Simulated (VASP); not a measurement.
Input of a VASP 6.6.1 run:

Contents of INCAR:

```
PREC = Accurate ; ENCUT = 520
EDIFF = 1E-6 ; ISMEAR = 0
SIGMA = 0.01 ; LREAL = F
LASPH = T ; NELM = 100
ALGO = Normal ; ISIF = 2
LWAVE = F ; LCHARG = F
GGA = PE ; NBANDS = 14
```

KPOINTS

```
regular mesh
0
Gamma
  6 6 6
```

File POSCAR:

```
NaCl
1.0
    0.0000000000      2.8026987877      2.8026987877
    2.8026987877      0.0000000000      2.8026987877
    2.8026987877      2.8026987877      0.0000000000
Na Cl
1 1
Direct
    0.0000000000      0.0000000000      0.0000000000
    0.5000000000      0.5000000000      0.5000000000
```

Potentials or basis: VASP PAW PBE potentials, release 64 (Na_pv, Cl).

Command:

```console
$ cat potpaw_PBE.64/Na_pv/POTCAR potpaw_PBE.64/Cl/POTCAR > POTCAR
$ mpirun -np 1 vasp_std > vasp.out
```

(1) What does it give for the pressure?

(2) Estimate the band gap on the k mesh.

Results:

(1) 1.2 GPa.

(2) 5.18 eV, direct.
